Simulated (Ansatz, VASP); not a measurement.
## Two plane-wave programs on AlN

Contents of INCAR:

```
PREC = Accurate
ENCUT = 910
EDIFF = 1E-6
ISMEAR = 0
SIGMA = 0.05
LREAL = F
LASPH = T
NELM = 120
ALGO = Normal
ISIF = 2
LWAVE = F
LCHARG = F
GGA = PS
NBANDS = 11
GGA_COMPAT = F
```

Contents of KPOINTS:

```
Automatic mesh
0
Gamma
  10 10 10
```

POSCAR

```
AlN
1.0
    0.5323585663      2.4800118576      2.4800118576
    2.4800118576      0.5323585663      2.4800118576
    2.4800118576      2.4800118576      0.5323585663
Al N
1 1
Direct
    0.0000000000      0.0000000000      0.0000000000
    0.7500000000      0.7500000000      0.7500000000
```

Input for Ansatz:

```yaml
crystal:
  lattice:
    - [0.5323585663, 2.4800118576, 2.4800118576]
    - [2.4800118576, 0.5323585663, 2.4800118576]
    - [2.4800118576, 2.4800118576, 0.5323585663]
  atoms:
    - { symbol: Al, position: [0.0, 0.0, 0.0] }
    - { symbol: "N", position: [0.75, 0.75, 0.75] }
basis:
  ecutwfc: 420
kpoints:
  mp_grid: { grid: [10, 10, 10] }
hamiltonian:
  xc: pbesol
scf:
  occupations: { method: gaussian, width: 0.05 }
output:
  forces: true
  stress: true
  eigenvalues: true
```

Alike in both runs: task single point; functional PBEsol; k mesh 10 × 10 × 10; occupations gaussian, width 0.05 eV; no spin polarisation.

|  | VASP | Ansatz |
| --- | --- | --- |
| version | VASP 6.6.1 | Ansatz 0.2.0 |
| potentials or method | VASP PAW PBE potentials, release 64 (Al, N_h), cutoff 910 eV | scalar-relativistic, plane waves, PAW |
| valence electrons in the cell | 8 | 8 |

```csv
,VASP,Ansatz,Ansatz less VASP
gap on the k mesh at the Fermi level (eV),none,none,-
rms of the force components (eV/Å),0.098,0.069,-0.0285
```

VASP's potentials were made for PBE, not for PBEsol. Atom by atom the forces differ by 0.028 eV/Å (rms over components). A gap of «none» marks a metal or a gap that the smearing closes.

Noted on VASP's run: the cutoff is short for stress, so the pressure is rough.
